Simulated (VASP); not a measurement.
# Rh (P6_3/mmc) in VASP: further runs

The runs below take Rh through relaxation of cell and atoms, relaxation of shape and atoms at fixed volume, with PBEsol.

All numbers are computed with VASP 6.6.1; they aren't measurements. Logs are shortened: lines on timing, memory, paths and dates and some standing lists are left out, and cuts for length are marked.

## Step 1: The cell of the first run

The structure is hexagonal, space group P6_3/mmc (No. 194). Conventional cell: a = 2.682 Å, b = 2.682 Å, c = 4.338 Å, α = 90.00°, β = 90.00°, γ = 120.00°. Rh (site symmetry -6m2) has 12 Rh at 2.67 to 2.68 Å within 3.5 Å.

## Step 2: Relaxation of cell and atoms, PBEsol

INCAR

```
PREC     = Accurate       # precision mode
ENCUT    = 600            # plane-wave cutoff, eV
EDIFF    = 1E-6           # SCF threshold, eV
ISMEAR   = 0              # smearing method
SIGMA    = 0.1            # smearing width, eV
LREAL    = False          # projectors in reciprocal space
LASPH    = True           # aspherical terms in the spheres
NELM     = 60             # most SCF steps
ALGO     = Fast           # electronic algorithm
ISIF     = 3              # what is computed and relaxed
LWAVE    = False          # write WAVECAR
LCHARG   = False          # write CHGCAR
GGA      = PS             # functional
IBRION   = 2              # ionic algorithm
NSW      = 100            # ionic steps
EDIFFG   = -0.005         # ionic threshold
```

KPOINTS

```
Automatic mesh
0
Gamma
  18 18 10
```

POSCAR

```
Rh
1.0
    2.6824015966      0.0000000000      0.0000000000
   -1.3412007983      2.3230279258      0.0000000000
    0.0000000000      0.0000000000      4.3380718976
Rh
2
Direct
    0.6666666667      0.3333333333      0.7500000000
    0.3333333333      0.6666666667      0.2500000000
```

Potentials or basis: VASP PAW PBE potentials, release 64 (Rh_pv).

Started as:

```sh
> cat potpaw_PBE.64/Rh_pv/POTCAR > POTCAR
> mpirun -np 1 vasp_std > vasp.out
```

OUTCAR:

```text
PREC = Accurate
   ENCUT = 600
   EDIFF = 1E-6
   ISMEAR = 0
   LREAL = False
   LASPH = True
   NELM = 60
   ISIF = 3
   GGA = PS
   IBRION = 2
   NSW = 100
   EDIFFG = -0.005

 ion  position               nearest neighbor table
   1  0.667  0.333  0.750-   2 2.67   2 2.67   2 2.67   2 2.67   2 2.67   2 2.67
   2  0.333  0.667  0.250-   1 2.67   1 2.67   1 2.67   1 2.67   1 2.67   1 2.67

  LATTYP: Found a hexagonal cell.
 ALAT       =     2.6824015966
 C/A-ratio  =     1.6172343109

  Lattice vectors:

 A1 = (   2.6824015966,   0.0000000000,   0.0000000000)
 A2 = (  -1.3412007983,   2.3230279258,   0.0000000000)
 A3 = (   0.0000000000,   0.0000000000,   4.3380718976)

Analysis of symmetry for initial positions (statically):
=====================================================================
 Subroutine PRICEL returns:
 Original cell was already a primitive cell.

 Routine SETGRP: Setting up the symmetry group for a
 hexagonal supercell.

 Subroutine GETGRP returns: Found 24 space group operations
 (whereof 12 operations were pure point group operations)
 out of a pool of 24 trial point group operations.

The static configuration has the point symmetry D_3d.
 The point group associated with its full space group is D_6h.

Analysis of symmetry for dynamics (positions and initial velocities):
=====================================================================
 Subroutine PRICEL returns:
 Original cell was already a primitive cell.

 Routine SETGRP: Setting up the symmetry group for a
 hexagonal supercell.

 Subroutine GETGRP returns: Found 24 space group operations
 (whereof 12 operations were pure point group operations)
 out of a pool of 24 trial point group operations.

The dynamic configuration has the point symmetry D_3d.
 The point group associated with its full space group is D_6h.

 Subroutine INISYM returns: Found 24 space group operations
 (whereof 12 operations are pure point group operations),
 and found     1 'primitive' translations

----------------------------------------------------------------------------------------

                                     Primitive cell

  volume of cell :      27.0318

  direct lattice vectors                    reciprocal lattice vectors
     2.682401597  0.000000000  0.000000000     0.372800255  0.215236328  0.000000000
    -1.341200798  2.323027926  0.000000000     0.000000000  0.430472655  0.000000000
     0.000000000  0.000000000  4.338071898     0.000000000  0.000000000  0.230517157

  length of vectors
     2.682401597  2.682401597  4.338071898     0.430472655  0.430472655  0.230517157

  position of ions in fractional coordinates (direct lattice)
     0.666666667  0.333333333  0.750000000
     0.333333333  0.666666667  0.250000000

  ion indices of the primitive-cell ions
   primitive index   ion index
                 1           1
                 2           2

----------------------------------------------------------------------------------------

 KPOINTS: Automatic mesh

Automatic generation of k-mesh.
 Grid dimensions read from file:
 generate k-points for:   18   18   10

 Generating k-lattice:

  Cartesian coordinates                     Fractional coordinates (reciprocal lattice)
     0.020711125  0.011957574  0.000000000     0.055555556  0.000000000  0.000000000
     0.000000000  0.023915148  0.000000000     0.000000000  0.055555556  0.000000000
     0.000000000  0.000000000  0.023051716     0.000000000  0.000000000  0.100000000

  Length of vectors
     0.023915148  0.023915148  0.023051716

  Shift w.r.t. Gamma in fractional coordinates (k-lattice)
     0.000000000  0.000000000  0.000000000

 Subroutine IBZKPT returns following result:
 ===========================================

 Found    222 irreducible k-points:

 Following reciprocal coordinates:
            Coordinates               Weight
  0.000000  0.000000  0.000000      1.000000
  0.055556  0.000000  0.000000      6.000000
  0.111111  0.000000  0.000000      6.000000
  0.166667  0.000000  0.000000      6.000000
  0.222222  0.000000  0.000000      6.000000
  0.277778  0.000000  0.000000      6.000000
[... 16 lines left out ...]
  0.333333  0.111111  0.000000     12.000000
  0.388889  0.111111  0.000000     12.000000
 [... further k-points ...]
   k-points           NKPTS =    222   k-points in BZ     NKDIM =    222   number of bands    NBANDS=     19
   number of dos      NEDOS =    301   number of ions     NIONS =      2
   total plane-waves  NPLWV =  20736
   dimension x,y,z NGX =    24 NGY =   24 NGZ =   36
   dimension x,y,z NGXF=    48 NGYF=   48 NGZF=   72
   ions per type =               2
   NGX,Y,Z   is equivalent  to a cutoff of  14.87, 14.87, 13.80 a.u.
   NGXF,Y,Z  is equivalent  to a cutoff of  29.75, 29.75, 27.59 a.u.
 SYSTEM =  unknown system
   PREC   = accura    normal or accurate (medium, high low for compatibility)
   ISTART =      0    job   : 0-new  1-cont  2-samecut
   ICHARG =      2    charge: 1-file 2-atom 10-const
   ISPIN  =      1    spin polarized calculation?
   LNONCOLLINEAR =      F non collinear calculations
   LSORBIT =      F    spin-orbit coupling
   LASPH  =      T    aspherical Exc in radial PAW
   ENCUT  =  600.0 eV  44.10 Ry    6.64 a.u.   5.36  5.36  8.66*2*pi/ulx,y,z
   NELM   =     60;   NELMIN=  2; NELMDL= -5     # of ELM steps
   EDIFF  = 0.1E-05   stopping-criterion for ELM
   LREAL  =      F    real-space projection
   EDIFFG = -.5E-02   stopping-criterion for IOM
   NSW    =    100    number of steps for IOM
   IBRION =      2    ionic relax: 0-MD 1-quasi-New 2-CG
   NFREE  =      1    steps in history (QN), initial steepest desc. (CG)
   ISIF   =      3    stress and relaxation
   ISYM   =      2    0-nonsym 1-usesym 2-fastsym
   POTIM  = 0.5000    time-step for ionic-motion
   TEBEG  =    0.0;   TEEND  =   0.0 temperature during run
   PSTRESS=    0.0 pullay stress
   NELECT =      30.0000    total number of electrons
   NUPDOWN=      -1.0000    fix difference up-down
   EMIN   =  10.00;   EMAX   =-10.00  energy-range for DOS
   EFERMI =   0.00;   METHOD = LEGACY
   ISMEAR =     0;   SIGMA  =   0.10  broadening in eV -4-tet -1-fermi 0-gaus
   EFERMI_NEDOS =   21; number of points for ismear=-14 and -15
   IALGO  =     68    algorithm
   IMIX   =      4    mixing-type and parameters
     AMIX     =   0.40;   BMIX     =  1.00
     AMIX_MAG =   1.60;   BMIX_MAG =  1.00
  volume/ion in A,a.u.               =      13.52        91.21
  Fermi-wavevector in a.u.,A,eV,Ry     =   1.694950  3.202991 39.087578  2.872856
  Thomas-Fermi vector in A             =   2.776082
   LORBIT       =      0    0 simple, 1 ext, 2 COOP (PROOUT), +10 PAW based schemes
   GGA     = PS    functional components
   LHFCALC =     F    Hartree Fock is set to
   AEXX    =    0.0000 exact exchange contribution
   IVDW    =     0    specifies the selected vdW correction
   LEPSILON=     F    determine dielectric tensor
   LRPA    =     F    only Hartree local field effects (RPA)
 conjugate gradient relaxation of ions
 non-spin polarized calculation
 RMM-DIIS sequential band-by-band and
 Gauss-broadening in eV      SIGMA  =   0.10
  energy-cutoff  :      600.00
  volume of cell :       27.03
 maximum number of plane-waves:       923
 NGX is ok and might be reduce to    24
   NGX = 11   NGY = 11   NGZ = 17

--------------------------------------- Ionic step        1  -------------------------------------------

 number of electron      30.0000002 magnetization

 Free energy of the ion-electron system (eV)
  ---------------------------------------------------
  ext. energy  EPLUGINS =         0.00000000
  ---------------------------------------------------
  free energy    TOTEN  =       -16.20453896 eV

  energy without entropy =      -16.18879236  energy(sigma->0) =      -16.19666566

------------------------ aborting loop because EDIFF is reached ----------------------------------------

  FORCE on cell =-STRESS in cart. coord.  units (eV):
  Direction    XX          YY          ZZ          XY          YZ          ZX
  --------------------------------------------------------------------------------------
  -------------------------------------------------------------------------------------
  Total        0.1797687      0.1797687     -0.0411241      0.0000000     -0.0000000      0.0000000
  in kB       10.6549055     10.6549055     -2.4374297      0.0000000     -0.0000000      0.0000000
  external PRESSURE =       6.2907938 kB  Pullay stress =       0.0000000 kB
[... 165 lines left out ...]
  energy  without entropy=      -16.1894137758  energy(sigma->0) =      -16.19718334

--------------------------------------- Ionic step        6  -------------------------------------------

 number of electron      30.0000001 magnetization

 Free energy of the ion-electron system (eV)
  ---------------------------------------------------
  ext. energy  EPLUGINS =         0.00000000
  ---------------------------------------------------
  free energy    TOTEN  =       -16.20495229 eV

  energy without entropy =      -16.18942465  energy(sigma->0) =      -16.19718847

 E-fermi :  12.1457     XC(G=0): -14.3142

 val. band max:       12.1432858632   @ k =   0.3889   0.1667   0.0000
 cond. band min:      12.1465200989   @ k =   0.2778   0.0000   0.4000
 fundamental gap:      0.0032342357
 Fermi energy:        12.1457210921

 k-point     1 :       0.0000    0.0000    0.0000
  band No.  band energies     occupation
      1     -35.1237      2.00000
      2     -34.4176      2.00000
      3     -34.4176      2.00000
      4     -34.3205      2.00000
      5     -34.3015      2.00000
      6     -34.3015      2.00000
[... 11 lines left out ...]
     18      12.8049      0.00000
     19      20.9285      0.00000
[... 489 lines left out ...]
      3     -34.7800      2.00000
      4     -34.6197      2.00000
      5     -34.5172      2.00000
      6     -34.4407      2.00000
[... 11 lines left out ...]
     18      18.6054      0.00000
     19      22.5604      0.00000

 [... further k-points ...]

------------------------ aborting loop because EDIFF is reached ----------------------------------------

  FORCE on cell =-STRESS in cart. coord.  units (eV):
  Direction    XX          YY          ZZ          XY          YZ          ZX
  --------------------------------------------------------------------------------------
  -------------------------------------------------------------------------------------
  Total        0.0069668      0.0069668      0.0038903     -0.0000000     -0.0000000      0.0000000
  in kB        0.4121325      0.4121325      0.2301347     -0.0000000     -0.0000000      0.0000000
  external PRESSURE =       0.3514666 kB  Pullay stress =       0.0000000 kB
[... 17 lines left out ...]
  FREE ENERGIE OF THE ION-ELECTRON SYSTEM (eV)
  ---------------------------------------------------
  free  energy   TOTEN  =       -16.2049522922 eV

  energy  without entropy=      -16.1894246532  energy(sigma->0) =      -16.19718847

 reached required accuracy - stopping structural energy minimisation
```

It took 7.3 min on 1 thread of AMD EPYC 7R13 (Zen 3), shared host; peak memory 0.22 GiB.

What came out:

| Property | Result |
| --- | --- |
| Free energy | -16.2050 eV |
| Relaxed volume | 13.54 Å³/atom |
| Relaxed cell | a = 2.688 Å, b = 2.688 Å, c = 4.328 Å, α = 90.00°, β = 90.00°, γ = 120.00° |
| Space group after relaxing (to 0.05 Å) | P6_3/mmc (No. 194) |
| Energy gained by relaxing | 0.2 meV/atom |
| Ionic steps | 6 |
| Pressure after relaxing | 0.0 GPa |
| Band gap on the k mesh | zero (band 15 reaches 12.80 eV, above the bottom of band 16 at 10.29 eV) |

Step by step:
```
step  energy change (eV)  largest force (eV/Å)  pressure (GPa)  volume (Å³)
   1              0.0000                0.0000            0.63        27.03
   2              0.0004                0.0000           -1.68        27.24
   3             -0.0003                0.0000           -0.28        27.11
   4             -0.0004                0.0000            0.14        27.07
   5             -0.0004                0.0000           -0.06        27.09
   6             -0.0004                0.0000            0.04        27.08
```

Final structure:
```
CELL_PARAMETERS angstrom
2.68817 0.00000 0.00000
-1.34409 2.32803 0.00000
0.00000 0.00000 4.32777
ATOMIC_POSITIONS crystal
Rh 0.66667 0.33333 0.75000
Rh 0.33333 0.66667 0.25000
```

Levels at points of the mesh, in eV from the Fermi level:
| k point | band 11 | band 12 | band 13 | band 14 | band 15 | band 16 | band 17 | band 18 | band 19 |
| --- | --- | --- | --- | --- | --- | --- | --- | --- | --- |
| (0.00, 0.00, 0.00) | -3.14 | -2.59 | -2.59 | -2.01 | -2.01 | 0.13 | 0.13 | 0.66 | 8.78 |
| (0.50, 0.00, 0.00) | -2.79 | -2.31 | -2.29 | 0.41 | 0.66 | 0.74 | 3.03 | 5.16 | 10.39 |
| (0.00, 0.00, 0.50) | -3.26 | -3.26 | -3.26 | -3.26 | -0.46 | -0.46 | -0.46 | -0.46 | 14.87 |
| (0.50, 0.00, 0.50) | -1.76 | -1.76 | -0.36 | -0.36 | 0.61 | 0.61 | 2.63 | 2.63 | 9.42 |

Caveat: the PAW data sets were made with another functional, which shifts forces and pressure a little.

(Continued in part 2 of 3.)
